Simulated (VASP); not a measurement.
# Sc (P6_3/mmc) in VASP: further runs, part 2 of 2

VASP 6.6.1.

## (3) Relaxation of shape and atoms at fixed volume, PBE (26.11 Å³/atom)

This run uses another cell than the first one, of 26.11 Å³/atom.

Contents of INCAR:

```
SYSTEM = Sc
  PREC = Accurate
  ENCUT = 600
  EDIFF = 1E-6
  ISMEAR = 0
  SIGMA = 0.1
  LREAL = .False.
  LASPH = .True.
  NELM = 100
  ALGO = Fast
  ISIF = 4
  LWAVE = .False.
  LCHARG = .False.
  GGA = PE
  IBRION = 2
  NSW = 50
  EDIFFG = -0.01
```

Contents of KPOINTS:

```
regular mesh
0
Gamma
  15 15 8
  0 0 0
```

Contents of POSCAR:

```
Sc
1.0
    3.3845805604      0.0000000000      0.0000000000
   -1.6922902802      2.9311327464      0.0000000000
    0.0000000000      0.0000000000      5.2639021194
Sc
2
Direct
    0.3333333333      0.6666666667      0.2500000000
    0.6666666667      0.3333333333      0.7500000000
```

Potentials or basis: VASP PAW PBE potentials, release 64 (Sc_sv).

The run is started by

```
cat potpaw_PBE.64/Sc_sv/POTCAR > POTCAR
mpirun -np 1 vasp_std > vasp.out
```

OUTCAR:

```text
SYSTEM = Sc
   PREC = Accurate
   ENCUT = 600
   EDIFF = 1E-6
   ISMEAR = 0
   LREAL = .False.
   LASPH = .True.
   NELM = 100
   ISIF = 4
   GGA = PE
   IBRION = 2
   NSW = 50
   EDIFFG = -0.01

 ion  position               nearest neighbor table
   1  0.333  0.667  0.250-   2 3.28   2 3.28   2 3.28   2 3.28   2 3.28   2 3.28
   2  0.667  0.333  0.750-   1 3.28   1 3.28   1 3.28   1 3.28   1 3.28   1 3.28

  LATTYP: Found a hexagonal cell.
 ALAT       =     3.3845805604
 C/A-ratio  =     1.5552598100

  Lattice vectors:

 A1 = (   3.3845805604,   0.0000000000,   0.0000000000)
 A2 = (  -1.6922902802,   2.9311327464,   0.0000000000)
 A3 = (   0.0000000000,   0.0000000000,   5.2639021194)

Analysis of symmetry for initial positions (statically):
=====================================================================
 Subroutine PRICEL returns:
 Original cell was already a primitive cell.

 Routine SETGRP: Setting up the symmetry group for a
 hexagonal supercell.

 Subroutine GETGRP returns: Found 24 space group operations
 (whereof 12 operations were pure point group operations)
 out of a pool of 24 trial point group operations.

The static configuration has the point symmetry D_3d.
 The point group associated with its full space group is D_6h.

Analysis of symmetry for dynamics (positions and initial velocities):
=====================================================================
 Subroutine PRICEL returns:
 Original cell was already a primitive cell.

 Routine SETGRP: Setting up the symmetry group for a
 hexagonal supercell.

 Subroutine GETGRP returns: Found 24 space group operations
 (whereof 12 operations were pure point group operations)
 out of a pool of 24 trial point group operations.

The dynamic configuration has the point symmetry D_3d.
 The point group associated with its full space group is D_6h.

 Subroutine INISYM returns: Found 24 space group operations
 (whereof 12 operations are pure point group operations),
 and found     1 'primitive' translations

----------------------------------------------------------------------------------------

                                     Primitive cell

  volume of cell :      52.2214

  direct lattice vectors                    reciprocal lattice vectors
     3.384580560  0.000000000  0.000000000     0.295457585  0.170582516  0.000000000
    -1.692290280  2.931132746  0.000000000     0.000000000  0.341165033  0.000000000
     0.000000000  0.000000000  5.263902119     0.000000000  0.000000000  0.189973137

  length of vectors
     3.384580560  3.384580560  5.263902119     0.341165033  0.341165033  0.189973137

  position of ions in fractional coordinates (direct lattice)
     0.333333333  0.666666667  0.250000000
     0.666666667  0.333333333  0.750000000

  ion indices of the primitive-cell ions
   primitive index   ion index
[... 116 lines left out ...]

 number of electron      22.0000005 magnetization

 Free energy of the ion-electron system (eV)
  ---------------------------------------------------
  ext. energy  EPLUGINS =         0.00000000
  ---------------------------------------------------
  free energy    TOTEN  =       -12.48261413 eV

  energy without entropy =      -12.45980746  energy(sigma->0) =      -12.47121080

------------------------ aborting loop because EDIFF is reached ----------------------------------------

  FORCE on cell =-STRESS in cart. coord.  units (eV):
  Direction    XX          YY          ZZ          XY          YZ          ZX
  --------------------------------------------------------------------------------------
  -------------------------------------------------------------------------------------
  Total       -0.9263726     -0.9263726     -0.8778574      0.0000000      0.0000000     -0.0000000
  in kB      -28.4215756    -28.4215756    -26.9331046      0.0000000      0.0000000     -0.0000000
  external PRESSURE =     -27.9254186 kB  Pullay stress =       0.0000000 kB

 VOLUME and BASIS-vectors are now :
 -----------------------------------------------------------------------------
  energy-cutoff  :      600.00
  volume of cell :       52.22
      direct lattice vectors                 reciprocal lattice vectors
     3.384580560  0.000000000  0.000000000     0.295457585  0.170582516  0.000000000
    -1.692290280  2.931132746  0.000000000     0.000000000  0.341165033  0.000000000
     0.000000000  0.000000000  5.263902119     0.000000000  0.000000000  0.189973137

 POSITION                                       TOTAL-FORCE (eV/Angst)
 -----------------------------------------------------------------------------------
     -0.00000      1.95409      1.31598        -0.000000     -0.000000      0.000000
      1.69229      0.97704      3.94793         0.000000      0.000000      0.000000
 -----------------------------------------------------------------------------------
    total drift:                                0.000000     -0.000000      0.000000

  FREE ENERGIE OF THE ION-ELECTRON SYSTEM (eV)
  ---------------------------------------------------
  free  energy   TOTEN  =       -12.4826141334 eV

  energy  without entropy=      -12.4598074640  energy(sigma->0) =      -12.47121080

--------------------------------------- Ionic step        2  -------------------------------------------

 number of electron      22.0000005 magnetization

 Free energy of the ion-electron system (eV)
  ---------------------------------------------------
  ext. energy  EPLUGINS =         0.00000000
  ---------------------------------------------------
  free energy    TOTEN  =       -12.48264147 eV

  energy without entropy =      -12.45979165  energy(sigma->0) =      -12.47121656

 E-fermi :   3.3483     XC(G=0):  -9.6489

 val. band max:        3.3405814130   @ k =   0.2000   0.0000   0.1250
 cond. band min:       3.3493804706   @ k =   0.2000   0.0000   0.0000
 fundamental gap:      0.0087990576
 Fermi energy:         3.3482651682

 k-point     1 :       0.0000    0.0000    0.0000
  band No.  band energies     occupation
      1     -46.2203      2.00000
      2     -46.1650      2.00000
      3     -25.0023      2.00000
      4     -24.7265      2.00000
      5     -24.7265      2.00000
      6     -24.6709      2.00000
      7     -24.6709      2.00000
      8     -24.6449      2.00000
      9      -1.6670      2.00000
     10       1.7915      2.00000
     11       3.8474      0.00000
     12       4.8655      0.00000
     13       4.8656      0.00000
     14       5.1076      0.00000
[... 401 lines left out ...]
      2     -46.1604      2.00000
      3     -24.9172      2.00000
      4     -24.8570      2.00000
      5     -24.8288      2.00000
      6     -24.8287      2.00000
      7     -24.7569      2.00000
      8     -24.7500      2.00000
      9       2.1714      2.00000
     10       2.5983      2.00000
     11       2.8736      2.00000
     12       2.9017      2.00000
     13       4.3945      0.00000
     14       4.4427      0.00000
     15       5.2304      0.00000

 [... further k-points ...]

------------------------ aborting loop because EDIFF is reached ----------------------------------------

  FORCE on cell =-STRESS in cart. coord.  units (eV):
  Direction    XX          YY          ZZ          XY          YZ          ZX
  --------------------------------------------------------------------------------------
  -------------------------------------------------------------------------------------
  Total       -0.9183755     -0.9183755     -0.8983167      0.0000000      0.0000000      0.0000000
  in kB      -28.1762184    -28.1762184    -27.5608067      0.0000000      0.0000000      0.0000000
  external PRESSURE =     -27.9710812 kB  Pullay stress =       0.0000000 kB

 VOLUME and BASIS-vectors are now :
 -----------------------------------------------------------------------------
  energy-cutoff  :      600.00
  volume of cell :       52.22
      direct lattice vectors                 reciprocal lattice vectors
     3.383260805 -0.000000000 -0.000000000     0.295572839  0.170649058  0.000000000
    -1.691630403  2.929989805  0.000000000     0.000000000  0.341298116  0.000000000
    -0.000000000  0.000000000  5.268009646     0.000000000  0.000000000  0.189825013

 POSITION                                       TOTAL-FORCE (eV/Angst)
 -----------------------------------------------------------------------------------
     -0.00000      1.95333      1.31700        -0.000000      0.000000      0.000000
      1.69163      0.97666      3.95101         0.000000     -0.000000      0.000000
 -----------------------------------------------------------------------------------
    total drift:                                0.000000     -0.000000      0.000000

  FREE ENERGIE OF THE ION-ELECTRON SYSTEM (eV)
  ---------------------------------------------------
  free  energy   TOTEN  =       -12.4826414742 eV

  energy  without entropy=      -12.4597916510  energy(sigma->0) =      -12.47121656

 reached required accuracy - stopping structural energy minimisation
```

OSZICAR:

```text
N       E                     dE             d eps       ncg     rms          rms(c)
DAV:   1     0.413546335030E+03    0.41355E+03   -0.11750E+04  4058   0.171E+03
DAV:   2     0.128918493883E+02   -0.40065E+03   -0.39459E+03  5677   0.665E+02
DAV:   3    -0.134770162339E+02   -0.26369E+02   -0.25830E+02  6759   0.199E+02
[... 16 lines left out ...]
DAV:   1    -0.124826942236E+02   -0.80812E-04   -0.96479E-03  5919   0.210E+00    0.656E-02
RMM:   2    -0.124826527943E+02    0.41429E-04   -0.40527E-04  4689   0.412E-01    0.366E-02
RMM:   3    -0.124826390426E+02    0.13752E-04   -0.23883E-04  4703   0.163E-01    0.844E-03
RMM:   4    -0.124826411857E+02   -0.21431E-05   -0.22198E-05  4131   0.514E-02    0.135E-03
RMM:   5    -0.124826414742E+02   -0.28859E-06   -0.31741E-06  2972   0.291E-02
   2 F= -.12482641E+02 E0= -.12471217E+02  d E =-.273408E-04
```

Wall time 1.7 min (1 thread of AMD EPYC 9R45 (Zen 5), shared host); peak memory 0.23 GiB.

What came out:

```yaml
Free_energy: -12.4826 eV
Energy_gained_by_relaxing: 0.0 meV/atom
Ionic_steps: 2
Pressure_after_relaxing: -2.8 GPa
Band_gap_on_the_k_mesh: zero (bands 11 and 12 overlap by 1.39 eV)
```

Final structure:
```
Sc
1.0
     3.38326    0.00000    0.00000
    -1.69163    2.92999    0.00000
     0.00000    0.00000    5.26801
Sc
2
Direct
  0.33333 0.66667 0.25000
  0.66667 0.33333 0.75000
```

## (4) Single point, PBE

This run uses another cell than the first one, of 24.65 Å³/atom.

Contents of INCAR:

```
PREC = Accurate ; ENCUT = 520
EDIFF = 1E-6 ; ISMEAR = 0
SIGMA = 0.1 ; LREAL = F
LASPH = T ; NELM = 100
ALGO = Fast ; ISIF = 2
LWAVE = F ; LCHARG = F
GGA = PE ; NBANDS = 18
```

Contents of KPOINTS:

```
Automatic mesh
0
Gamma
  12 12 8
```

Contents of POSCAR:

```
Sc
1.0
    3.3193960324      0.0000000000      0.0000000000
   -1.6596980162      2.8746812893      0.0000000000
    0.0000000000      0.0000000000      5.1655448119
Sc
2
Direct
    0.3333333333      0.6666666667      0.2500000000
    0.6666666667      0.3333333333      0.7500000000
```

The run is started by

```
cat potpaw_PBE.64/Sc_sv/POTCAR > POTCAR
mpirun -np 1 vasp_std > vasp.out
```

It took 94 s on 1 thread of Oxide Virtual Turin-like, shared host; peak memory 0.18 GiB.

It converged, with:

| Quantity | Value |
| --- | --- |
| Free energy | -12.5088 eV |
| Pressure | 0.0 GPa |
| Band gap on the k mesh | zero (bands 11 and 12 overlap by 1.47 eV) |

Levels at points of the mesh, in eV from the Fermi level:
| k point | band 7 | band 8 | band 9 | band 10 | band 11 | band 12 | band 13 | band 14 | band 15 | band 16 |
| --- | --- | --- | --- | --- | --- | --- | --- | --- | --- | --- |
| (0.00, 0.00, 0.00) | -27.84 | -27.81 | -5.13 | -1.63 | 0.62 | 1.59 | 1.59 | 1.86 | 2.04 | 2.04 |
| (0.50, 0.00, 0.00) | -27.92 | -27.88 | -1.62 | -1.06 | -0.67 | -0.35 | 1.30 | 1.34 | 1.87 | 3.73 |
| (0.00, 0.00, 0.50) | -27.87 | -27.87 | -3.58 | -3.58 | 0.98 | 0.98 | 1.50 | 1.50 | 1.50 | 1.50 |
| (0.50, 0.00, 0.50) | -27.92 | -27.92 | -1.47 | -1.47 | 0.07 | 0.07 | 1.28 | 1.28 | 2.37 | 2.37 |

## (5) Relaxation of cell and atoms, PBE

This run uses another cell than the first one, of 25.00 Å³/atom.

Contents of INCAR:

```
ALGO = Fast
EDIFF = 1E-6
EDIFFG = -0.005
ENCUT = 600
GGA = PE
IBRION = 2
ISIF = 3
ISMEAR = 0
LASPH = True
LCHARG = False
LREAL = False
LWAVE = False
NELM = 100
NSW = 100
PREC = Accurate
SIGMA = 0.1
```

Contents of KPOINTS:

```
k-points
0
Gamma
  12 12 8
```

Contents of POSCAR:

```
Sc
1.0
    3.3090000000      0.0000000000      0.0000000000
   -1.6545000000      2.8656780611      0.0000000000
    0.0000000000      0.0000000000      5.2733000000
Sc
2
Direct
    0.3333333333      0.6666666667      0.2500000000
    0.6666666667      0.3333333333      0.7500000000
```

The run is started by

```
cat potpaw_PBE.64/Sc_sv/POTCAR > POTCAR
mpirun -np 1 vasp_std > vasp.out
```

Run time: 5.3 min. Hardware: 1 thread of Oxide Virtual Turin-like, shared host; peak memory 0.2 GiB.

Results (log left out):

```
Free energy                           : -12.5092 eV
Relaxed volume                        : 24.66 Å³/atom
Relaxed cell                          : a = 3.319 Å, b = 3.319 Å, c = 5.170 Å, α = 90.00°, β = 90.00°, γ = 120.00°
Space group after relaxing (to 0.1 Å) : P6_3/mmc (No. 194)
Energy gained by relaxing             : 2.9 meV/atom
Ionic steps                           : 9
Pressure after relaxing               : 0.0 GPa
Band gap on the k mesh                : zero (bands 11 and 12 overlap by 1.47 eV)
```

The path:
```csv
step,energy change (eV),largest force (eV/Å),pressure (GPa),volume (Å³)
1,0.0000,0.0000,-0.66,50.00
2,-0.0049,0.0000,0.11,49.26
3,-0.0052,0.0000,0.28,49.10
4,-0.0057,0.0000,0.00,49.34
5,-0.0057,0.0000,-0.05,49.37
6,-0.0057,0.0000,-0.01,49.36
7,-0.0057,0.0000,0.00,49.34
8,-0.0057,0.0000,0.07,49.29
9,-0.0057,0.0000,0.00,49.33
```

Final structure:
```xyz
2
Lattice="3.3193 0.0000 0.0000 -1.6596 2.8746 0.0000 0.0000 0.0000 5.1696" Properties=species:S:1:pos:R:3 pbc="T T T"
Sc    0.0000    1.9164    1.2924
Sc    1.6596    0.9582    3.8772
```

Levels at points of the mesh, in eV from the Fermi level:
| k point | band 9 | band 10 | band 11 | band 12 | band 13 | band 14 |
| --- | --- | --- | --- | --- | --- | --- |
| (0.00, 0.00, 0.00) | -5.13 | -1.63 | 0.61 | 1.59 | 1.59 | 1.85 |
| (0.50, 0.00, 0.00) | -1.62 | -1.05 | -0.67 | -0.34 | 1.30 | 1.34 |
| (0.00, 0.00, 0.50) | -3.58 | -3.58 | 0.98 | 0.98 | 1.51 | 1.51 |
| (0.50, 0.00, 0.50) | -1.47 | -1.47 | 0.07 | 0.07 | 1.27 | 1.27 |

## (6) Summary

```csv
task,cell,k mesh,cutoff (eV),gap on the mesh (eV),pressure (GPa)
relaxation of shape and atoms at fixed volume,"relaxed from a = 3.352, b = 3.352, c = 5.214 Å, angles 90.0, 90.0, 120.0°, 2 atoms",15 × 15 × 8,600,none,-1.4
relaxation of shape and atoms at fixed volume,"relaxed from a = 3.385, b = 3.385, c = 5.264 Å, angles 90.0, 90.0, 120.0°, 2 atoms",15 × 15 × 8,600,none,-2.8
single point,"a = 3.319, b = 3.319, c = 5.166 Å, angles 90.0, 90.0, 120.0°, 2 atoms",12 × 12 × 8,520,none,0.0
relaxation of cell and atoms,"relaxed from a = 3.309, b = 3.309, c = 5.273 Å, angles 90.0, 90.0, 120.0°, 2 atoms",12 × 12 × 8,600,none,0.0
```

Alike in all rows: level PBE; potentials or basis VASP PAW PBE potentials, release 64 (Sc_sv); no spin polarisation; smearing gaussian 0.1 eV.

Total energies depend on the potentials used, so only differences within one code and one set of settings carry meaning.
